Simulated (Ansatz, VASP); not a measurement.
# One calculation of GaP, two programs

```
Ga P
1.0
     0.00000    2.77790    2.77790
     2.77790    0.00000    2.77790
     2.77790    2.77790    0.00000
Ga P
1 1
Cartesian
  0.0000 0.0000 0.0000
  4.1669 4.1669 4.1669
```

Alike in both runs: functional RPBE; k mesh 8 × 8 × 8; occupations gaussian, width 0.02 eV; no spin polarisation.

Ansatz relaxed the structure, and its values are those at the end. VASP's run is a single point on that final structure, the one shown.

|  | VASP | Ansatz |
| --- | --- | --- |
| version | VASP 6.6.1 | Ansatz 0.2.0 |
| potentials or method | VASP PAW PBE potentials, release 64 (Ga_d, P), cutoff 520 eV | scalar-relativistic, plane waves, PAW |
| valence electrons in the cell | 18 | 18 |

|  | VASP | Ansatz | Ansatz less VASP |
| --- | --- | --- | --- |
| gap on the k mesh at the Fermi level (eV) | 1.49 | 1.49 | +0.004 |
| least direct gap on the mesh (eV) | 1.49 | 1.49 | +0.004 |
| pressure (GPa) | -0.2 | 0.0 | +0.16 |

VASP's potentials were made for PBE, not for RPBE. With one functional, cell and mesh, what is left measures potentials, basis and numerics.
